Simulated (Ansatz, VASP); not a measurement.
**Te in VASP and in Ansatz**

The input POSCAR:

```
Te
1.0
   -1.9746368916      1.9746368916      1.9746368916
    1.9746368916     -1.9746368916      1.9746368916
    1.9746368916      1.9746368916     -1.9746368916
Te
1
Direct
    0.0000000000      0.0000000000      0.0000000000
```

Contents of INCAR.step1:

```
SYSTEM = Te
ALGO     = Normal         ! electronic algorithm
EDIFF    = 1E-4           ! SCF threshold, eV
ENCUT    = 520            ! plane-wave cutoff, eV
GGA      = PE             ! functional
ISMEAR   = -1             ! smearing method
LASPH    = .True.         ! aspherical terms in the spheres
LCHARG   = .False.        ! write CHGCAR
LREAL    = .False.        ! projectors in reciprocal space
LWAVE    = .True.         ! write WAVECAR
NBANDS   = 9              ! bands
NELM     = 60             ! most SCF steps
PREC     = Accurate       ! precision mode
SIGMA    = 0.1            ! smearing width, eV
```

Contents of INCAR.step2:

```
SYSTEM = Te
ALGO     = Normal         ! electronic algorithm
EDIFF    = 1E-7           ! SCF threshold, eV
ENCUT    = 520            ! plane-wave cutoff, eV
ISIF     = 2              ! what is computed and relaxed
ISMEAR   = -1             ! smearing method
ISTART   = 1            
LASPH    = .True.         ! aspherical terms in the spheres
LCHARG   = .False.        ! write CHGCAR
LMIXTAU  = .True.       
LREAL    = .False.        ! projectors in reciprocal space
LWAVE    = .False.        ! write WAVECAR
METAGGA  = R2SCAN         ! meta-GGA
NBANDS   = 9              ! bands
NELM     = 60             ! most SCF steps
PREC     = Accurate       ! precision mode
SIGMA    = 0.1            ! smearing width, eV
```

File KPOINTS:

```
k-points
0
Gamma
  13 13 13
  0 0 0
```

Input for Ansatz:

```yaml
crystal:
  lattice:
    - [-1.9746368916, 1.9746368916, 1.9746368916]
    - [1.9746368916, -1.9746368916, 1.9746368916]
    - [1.9746368916, 1.9746368916, -1.9746368916]
  atoms:
    - { symbol: Te, position: [0.0, 0.0, 0.0] }
hamiltonian:
  xc: r2scan
  pseudopotentials:
    kind: paw
    azcp:
      Te: "pseudopotentials/Te.paw.azcp"
basis:
  ecutwfc: 500
  fft_grid_basis: typed
kpoints:
  mp_grid: { grid: [13, 13, 13], shift: [0, 0, 0] }
magnetization:
  spin_polarized: false
scf:
  occupations: { method: fermi_dirac, width: 0.1 }
  lower_state_search: "off"
output:
  stress: true
```

Alike in both runs: task single point; functional r2SCAN; k mesh 13 × 13 × 13; occupations fermi-dirac, width 0.1 eV; no spin polarisation.

```csv
,VASP,Ansatz
version,VASP 6.6.1,Ansatz 0.2.0
potentials or method,"VASP PAW PBE potentials, release 64 (Te), cutoff 520 eV","plane waves (500 eV) with PAW, scalar-relativistic"
valence electrons in the cell,6,16
```

VASP gave:

- pressure (GPa): -3.7

Q: What did Ansatz give for the same quantities?

A: Pressure (GPa): -3.6.

VASP's potentials were made for PBE, not for r2SCAN. VASP's potentials hold 6 valence electrons a cell and Ansatz's 16, so a difference there can come from the potentials and not from the codes.

Spin-orbit coupling is off throughout.
